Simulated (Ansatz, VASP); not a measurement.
**Bi in VASP and in Ansatz**

```
Bi
1.0
     6.38142    0.00000    0.00000
     0.00000    6.38142    0.00000
     0.00000    0.00000    6.38142
Bi
8
Direct
  0.50000 0.50000 0.50000
  0.00000 0.00000 0.00000
  0.25000 0.00000 0.50000
  0.50000 0.25000 0.00000
  0.50000 0.75000 0.00000
  0.75000 0.00000 0.50000
  0.00000 0.50000 0.75000
  0.00000 0.50000 0.25000
```

Alike in both runs: functional PBE; k mesh 6 × 6 × 6; occupations gaussian, width 0.1 eV; no spin polarisation.

Ansatz relaxed the structure, and its values are those at the end. VASP's run is a single point on that final structure, the one shown.

|  | VASP | Ansatz |
| --- | --- | --- |
| version | VASP 6.6.1 | Ansatz 0.2.0 |
| potentials or method | VASP PAW PBE potentials, release 64 (Bi_d), cutoff 520 eV | scalar-relativistic, plane waves, PAW |
| valence electrons in the cell | 120 | 120 |

VASP gave:

```
gap on the k mesh at the Fermi level (eV) : none
pressure (GPa)                            : -0.1
```

Problem. Estimate Ansatz's values.

Solution. gap on the k mesh at the Fermi level (eV): none; pressure (GPa): 0.0.

A gap of «none» marks a metal or a gap that the smearing closes.

Neither program's run includes spin-orbit coupling.
